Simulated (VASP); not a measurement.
# NbTe (P-6m2) in VASP: notebook, part 3 of 3

VASP 6.6.1. The steps go on from the part before.

## Step 6: Single point, PBEsol (volume scaled by 1.02)

Contents of INCAR:

```
SYSTEM = NbTe
  PREC = Accurate
  ENCUT = 520
  EDIFF = 1E-7
  ISMEAR = -1
  SIGMA = 0.05
  LREAL = .FALSE.
  LASPH = .TRUE.
  NELM = 100
  ALGO = Normal
  ISIF = 2
  LWAVE = .FALSE.
  LCHARG = .FALSE.
  GGA = PS
  NBANDS = 16
```

Contents of KPOINTS:

```
regular mesh
0
G
  8 8 7
  0 0 0
```

Contents of POSCAR:

```
NbTe
1.0
    3.7274981105      0.0000000000      0.0000000000
   -1.8637490552      3.2281080563      0.0000000000
    0.0000000000      0.0000000000      3.7186766865
Te Nb
1 1
Direct
    0.6666666667      0.3333333333      0.0000000000
    0.0000000000      0.0000000000      0.5000000000
```

Potentials or basis: VASP PAW PBE potentials, release 64 (Te, Nb_sv).

Command:

```bash
$ cat potpaw_PBE.64/Te/POTCAR potpaw_PBE.64/Nb_sv/POTCAR > POTCAR
$ mpirun -np 1 vasp_std > vasp.out
```

OUTCAR:

```text
SYSTEM = NbTe
   PREC = Accurate
   ENCUT = 520
   EDIFF = 1E-7
   ISMEAR = -1
   LREAL = .FALSE.
   LASPH = .TRUE.
   NELM = 100
   ISIF = 2
   GGA = PS

 ion  position               nearest neighbor table
   1  0.667  0.333  0.000-   2 2.84   2 2.84   2 2.84   2 2.84   2 2.84   2 2.84
   2  0.000  0.000  0.500-   1 2.84   1 2.84   1 2.84   1 2.84   1 2.84   1 2.84

  LATTYP: Found a hexagonal cell.
 ALAT       =     3.7274981105
 C/A-ratio  =     0.9976334196

  Lattice vectors:

 A1 = (   3.7274981105,   0.0000000000,   0.0000000000)
 A2 = (  -1.8637490552,   3.2281080563,   0.0000000000)
 A3 = (   0.0000000000,   0.0000000000,   3.7186766865)

Analysis of symmetry for initial positions (statically):
=====================================================================
 Subroutine PRICEL returns:
 Original cell was already a primitive cell.

 Routine SETGRP: Setting up the symmetry group for a
 hexagonal supercell.

 Subroutine GETGRP returns: Found 12 space group operations
 (whereof 12 operations were pure point group operations)
 out of a pool of 24 trial point group operations.

The static configuration has the point symmetry D_3h.

Analysis of symmetry for dynamics (positions and initial velocities):
=====================================================================
 Subroutine PRICEL returns:
 Original cell was already a primitive cell.

 Routine SETGRP: Setting up the symmetry group for a
 hexagonal supercell.

 Subroutine GETGRP returns: Found 12 space group operations
 (whereof 12 operations were pure point group operations)
 out of a pool of 24 trial point group operations.

The dynamic configuration has the point symmetry D_3h.

 Subroutine INISYM returns: Found 12 space group operations
 (whereof 12 operations are pure point group operations),
 and found     1 'primitive' translations

----------------------------------------------------------------------------------------

                                     Primitive cell

  volume of cell :      44.7460

  direct lattice vectors                    reciprocal lattice vectors
     3.727498111  0.000000000  0.000000000     0.268276461  0.154889487  0.000000000
    -1.863749055  3.228108056  0.000000000     0.000000000  0.309778973  0.000000000
     0.000000000  0.000000000  3.718676686     0.000000000  0.000000000  0.268912865

  length of vectors
     3.727498111  3.727498111  3.718676686     0.309778973  0.309778973  0.268912865

  position of ions in fractional coordinates (direct lattice)
     0.666666667  0.333333333  0.000000000
     0.000000000  0.000000000  0.500000000

  ion indices of the primitive-cell ions
   primitive index   ion index
                 1           1
                 2           2

----------------------------------------------------------------------------------------

 KPOINTS: regular mesh

Automatic generation of k-mesh.
 Grid dimensions read from file:
 generate k-points for:    8    8    7

 Generating k-lattice:

  Cartesian coordinates                     Fractional coordinates (reciprocal lattice)
     0.033534558  0.019361186  0.000000000     0.125000000  0.000000000  0.000000000
     0.000000000  0.038722372  0.000000000     0.000000000  0.125000000  0.000000000
     0.000000000  0.000000000  0.038416124     0.000000000  0.000000000  0.142857143

  Length of vectors
     0.038722372  0.038722372  0.038416124

  Shift w.r.t. Gamma in fractional coordinates (k-lattice)
     0.000000000  0.000000000  0.000000000

 Subroutine IBZKPT returns following result:
 ===========================================

 Found     40 irreducible k-points:

 Following reciprocal coordinates:
            Coordinates               Weight
  0.000000  0.000000  0.000000      1.000000
  0.125000  0.000000  0.000000      6.000000
  0.250000  0.000000  0.000000      6.000000
  0.375000  0.000000  0.000000      6.000000
  0.500000  0.000000  0.000000      3.000000
  0.125000  0.125000  0.000000      6.000000
[... 16 lines left out ...]
  0.250000  0.000000  0.285714     12.000000
  0.375000  0.000000  0.285714     12.000000
 [... further k-points ...]
   k-points           NKPTS =     40   k-points in BZ     NKDIM =     40   number of bands    NBANDS=     16
   number of dos      NEDOS =    301   number of ions     NIONS =      2
   total plane-waves  NPLWV =  21952
   dimension x,y,z NGX =    28 NGY =   28 NGZ =   28
   dimension x,y,z NGXF=    56 NGYF=   56 NGZF=   56
   ions per type =               1   1
   NGX,Y,Z   is equivalent  to a cutoff of  12.49, 12.49, 12.52 a.u.
   NGXF,Y,Z  is equivalent  to a cutoff of  24.98, 24.98, 25.04 a.u.
 SYSTEM =  NbTe
   PREC   = accura    normal or accurate (medium, high low for compatibility)
   ISTART =      0    job   : 0-new  1-cont  2-samecut
   ICHARG =      2    charge: 1-file 2-atom 10-const
   ISPIN  =      1    spin polarized calculation?
   LNONCOLLINEAR =      F non collinear calculations
   LSORBIT =      F    spin-orbit coupling
   LASPH  =      T    aspherical Exc in radial PAW
   ENCUT  =  520.0 eV  38.22 Ry    6.18 a.u.   6.93  6.93  6.91*2*pi/ulx,y,z
   NELM   =    100;   NELMIN=  2; NELMDL= -5     # of ELM steps
   EDIFF  = 0.1E-06   stopping-criterion for ELM
   LREAL  =      F    real-space projection
   EDIFFG = 0.1E-05   stopping-criterion for IOM
   NSW    =      0    number of steps for IOM
   IBRION =     -1    ionic relax: 0-MD 1-quasi-New 2-CG
   NFREE  =      0    steps in history (QN), initial steepest desc. (CG)
   ISIF   =      2    stress and relaxation
   ISYM   =      2    0-nonsym 1-usesym 2-fastsym
   POTIM  = 0.5000    time-step for ionic-motion
   TEBEG  =    0.0;   TEEND  =   0.0 temperature during run
   PSTRESS=    0.0 pullay stress
   NELECT =      19.0000    total number of electrons
   NUPDOWN=      -1.0000    fix difference up-down
   EMIN   =  10.00;   EMAX   =-10.00  energy-range for DOS
   EFERMI =   0.00;   METHOD = LEGACY
   ISMEAR =    -1;   SIGMA  =   0.05  broadening in eV -4-tet -1-fermi 0-gaus
   EFERMI_NEDOS =   21; number of points for ismear=-14 and -15
   IALGO  =     38    algorithm
   IMIX   =      4    mixing-type and parameters
     AMIX     =   0.40;   BMIX     =  1.00
     AMIX_MAG =   1.60;   BMIX_MAG =  1.00
  volume/ion in A,a.u.               =      22.37       150.98
  Fermi-wavevector in a.u.,A,eV,Ry     =   1.230480  2.325271 20.600339  1.514082
  Thomas-Fermi vector in A             =   2.365327
   LORBIT       =      0    0 simple, 1 ext, 2 COOP (PROOUT), +10 PAW based schemes
   GGA     = PS    functional components
   LHFCALC =     F    Hartree Fock is set to
   AEXX    =    0.0000 exact exchange contribution
   IVDW    =     0    specifies the selected vdW correction
   LEPSILON=     F    determine dielectric tensor
   LRPA    =     F    only Hartree local field effects (RPA)
 non-spin polarized calculation
  energy-cutoff  :      520.00
  volume of cell :       44.75
 maximum number of plane-waves:      1218
 NGX is ok and might be reduce to    28
   NGX = 13   NGY = 13   NGZ = 13

 number of electron      19.0000000 magnetization

 Free energy of the ion-electron system (eV)
  ---------------------------------------------------
  ext. energy  EPLUGINS =         0.00000000
  ---------------------------------------------------
  free energy    TOTEN  =       -14.83602611 eV

  energy without entropy =      -14.82423402  energy(sigma->0) =      -14.83013007

 E-fermi :  10.6110     XC(G=0): -11.2980

 val. band max:       10.6102971401   @ k =   0.1250   0.0000   0.2857
 cond. band min:      10.6595208623   @ k =   0.2500   0.1250   0.2857
 fundamental gap:      0.0492237223
 Fermi energy:        10.6109693069

 k-point     1 :       0.0000    0.0000    0.0000
  band No.  band energies     occupation
      1     -44.9168      2.00000
      2     -21.1234      2.00000
      3     -20.9364      2.00000
      4     -20.9364      2.00000
      5      -3.5293      2.00000
      6       7.5086      2.00000
[... 8 lines left out ...]
     15      16.4517      0.00000
     16      17.5432      0.00000

 k-point     2 :       0.1250    0.0000    0.0000
  band No.  band energies     occupation
      1     -44.9156      2.00000
      2     -21.1205      2.00000
      3     -20.9547      2.00000
      4     -20.9408      2.00000
      5      -3.3470      2.00000
      6       6.7213      2.00000
[... 8 lines left out ...]
     15      16.3238      0.00000
     16      18.2914      0.00000
[... 387 lines left out ...]
      5      -2.3397      2.00000
      6       4.9286      2.00000
[... 8 lines left out ...]
     15      17.2581      0.00000
     16      18.9754      0.00000

 k-point    24 :       0.3750    0.0000    0.2857
  band No.  band energies     occupation
      1     -44.9072      2.00000
      2     -21.1631      2.00000
      3     -21.0309      2.00000
      4     -20.9539      2.00000
      5      -1.9117      2.00000
      6       4.4658      2.00000
[... 8 lines left out ...]
     15      16.7725      0.00000
     16      19.0955      0.00000

 [... further k-points ...]
[... 5 lines left out ...]
  --------------------------------------------------------------------------------------
  -------------------------------------------------------------------------------------
  Total       -2.0115865     -2.0115865     -2.1939177     -0.0000000      0.0000000     -0.0000000
  in kB      -72.0270094    -72.0270094    -78.5555706     -0.0000000      0.0000000     -0.0000000
  external PRESSURE =     -74.2031965 kB  Pullay stress =       0.0000000 kB

 VOLUME and BASIS-vectors are now :
 -----------------------------------------------------------------------------
  energy-cutoff  :      520.00
  volume of cell :       44.75
      direct lattice vectors                 reciprocal lattice vectors
     3.727498111  0.000000000  0.000000000     0.268276461  0.154889487  0.000000000
    -1.863749055  3.228108056  0.000000000     0.000000000  0.309778973  0.000000000
     0.000000000  0.000000000  3.718676686     0.000000000  0.000000000  0.268912865

 POSITION                                       TOTAL-FORCE (eV/Angst)
 -----------------------------------------------------------------------------------
      1.86375      1.07604      0.00000         0.000000      0.000000      0.000000
      0.00000      0.00000      1.85934        -0.000000     -0.000000      0.000000
 -----------------------------------------------------------------------------------
    total drift:                               -0.000000      0.000000      0.000000

  FREE ENERGIE OF THE ION-ELECTRON SYSTEM (eV)
  ---------------------------------------------------
  free  energy   TOTEN  =       -14.8360261111 eV

  energy  without entropy=      -14.8242340246  energy(sigma->0) =      -14.83013007
```

stdout:

```text
POSCAR found type information on POSCAR TeNb
 POSCAR found :  2 types and       2 ions
 scaLAPACK will be used
 -----------------------------------------------------------------------------
|                                                                             |
|                                                                             |
|     You enforced a specific xc type in the INCAR file but a different       |
|     I HOPE YOU KNOW WHAT YOU ARE DOING!                                     |
|                                                                             |
 -----------------------------------------------------------------------------

 LDA part: xc-table for (Slater+PW92), standard interpolation
 POSCAR, INCAR and KPOINTS ok, starting setup
 FFT: planning ... GRIDC
 FFT: planning ... GRID_SOFT
 FFT: planning ... GRID
 WAVECAR not read
 entering main loop
```

Wall time 16 s (1 thread of AMD EPYC 9R45 (Zen 5), shared host); peak memory 0.14 GiB.

Results:

| Item | Value |
| --- | --- |
| Free energy | -14.8360 eV |
| Pressure | -7.4 GPa |

Levels at points of the mesh, in eV from the Fermi level:
| k point | band 8 | band 9 | band 10 | band 11 | band 12 | band 13 |
| --- | --- | --- | --- | --- | --- | --- |
| (0.00, 0.00, 0.00) | -2.93 | -2.34 | 0.13 | 0.13 | 2.37 | 2.37 |
| (0.50, 0.00, 0.00) | -2.59 | -2.57 | -0.19 | 1.20 | 1.44 | 2.95 |

Caveat: the cell differs from its parent crystal (volume scaled by 1.02); the PAW data sets were made with another functional, which shifts forces and pressure a little; spin-orbit coupling is left out, which moves the levels of the heavy elements.

## Step 7: Summary

```csv
task,level,spin,cell,k mesh,cutoff (eV),gap on the mesh (eV),pressure (GPa),relaxed volume (Å³/atom)
relaxation of cell and atoms,PBE+D3(BJ),off,"relaxed from a = 3.703, b = 3.703, c = 3.694 Å, angles 90.0, 90.0, 120.0°, 2 atoms",8 × 8 × 7,600,none,0.1,20.85
relaxation of cell and atoms,PBE+D4,off,"relaxed from a = 3.703, b = 3.703, c = 3.694 Å, angles 90.0, 90.0, 120.0°, 2 atoms",8 × 8 × 7,600,none,0.0,21.14
single point,r2SCAN,"non-collinear, zero start, SOC","a = 3.703, b = 3.703, c = 3.694 Å, angles 90.0, 90.0, 120.0°, 2 atoms",6 × 6 × 5,520,-,-1.5,-
single point,PBEsol,off,"a = 3.703, b = 3.703, c = 3.694 Å, angles 90.0, 90.0, 120.0°, 2 atoms",8 × 8 × 7,520,none,-5.3,-
single point,PBEsol,off,"a = 3.727, b = 3.727, c = 3.719 Å, angles 90.0, 90.0, 120.0°, 2 atoms",8 × 8 × 7,520,none,-7.4,-
```

Alike in all rows: potentials or basis VASP PAW PBE potentials, release 64 (Te, Nb_sv); smearing fermi-dirac 0.05 eV.

Caveats: spin-orbit coupling is left out, which moves the levels of the heavy elements (some runs); the PAW data sets were made with another functional, which shifts forces and pressure a little (some runs); pairwise dispersion overbinds metals, which lowers pressure and volume (some runs).

Total energies depend on the potentials used, so only differences within one code and one set of settings carry meaning.
